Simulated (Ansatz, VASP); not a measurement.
Rh in VASP and in Ansatz

Contents of INCAR:

```
SYSTEM = Rh
PREC     = Accurate       ! precision mode
ENCUT    = 520            ! plane-wave cutoff, eV
EDIFF    = 1E-7           ! SCF threshold, eV
ISMEAR   = -1             ! smearing method
SIGMA    = 0.1            ! smearing width, eV
LREAL    = .False.        ! projectors in reciprocal space
LASPH    = .True.         ! aspherical terms in the spheres
NELM     = 80             ! most SCF steps
ALGO     = Normal         ! electronic algorithm
ISIF     = 2              ! what is computed and relaxed
LWAVE    = .False.        ! write WAVECAR
LCHARG   = .False.        ! write CHGCAR
GGA      = PE             ! functional
NBANDS   = 14             ! bands
```

Contents of KPOINTS:

```
Automatic mesh
0
Gamma
  17 17 17
  0 0 0
```

The input POSCAR:

```
Rh
1.0
   -1.3304808879      1.3304808879      1.3304808879
    1.3304808879     -1.3304808879      1.3304808879
    1.3304808879      1.3304808879     -1.3304808879
Rh
1
Direct
    0.0000000000      0.0000000000      0.0000000000
```

Input for Ansatz:

```yaml
crystal:
  lattice:
    - [-1.3304808879, 1.3304808879, 1.3304808879]
    - [1.3304808879, -1.3304808879, 1.3304808879]
    - [1.3304808879, 1.3304808879, -1.3304808879]
  atoms:
    - { symbol: Rh, position: [0.0, 0.0, 0.0] }
kpoints:
  mp_grid: { grid: [17, 17, 17] }
scf:
  occupations: { method: fermi_dirac, width: 0.1 }
hamiltonian:
  xc: pbe
  pseudopotentials: { kind: all_electron, lapw: { basis_error: 0.001 } }
output:
  forces: true
  stress: true
  eigenvalues: true
  populations: true
```

Change from the starting cell: volume scaled by 0.65, LAPW.

Alike in both runs: task single point; functional PBE; k mesh 17 × 17 × 17; occupations fermi-dirac, width 0.1 eV; no spin polarisation.

```csv
,VASP,Ansatz
version,VASP 6.6.1,Ansatz 0.2.0
potentials or method,"VASP PAW PBE potentials, release 64 (Rh_pv), cutoff 520 eV","all-electron LAPW, scalar-relativistic"
```

VASP gave:

* pressure (GPa): 291.5

Which values does Ansatz return?

Pressure (GPa): 289.1.

Both programs put the cell under a high pressure, so it lies far from rest at this level. Ansatz ran all-electron here, and VASP with PAW potentials.

Noted on VASP's run: the cell as given lies far from equilibrium.
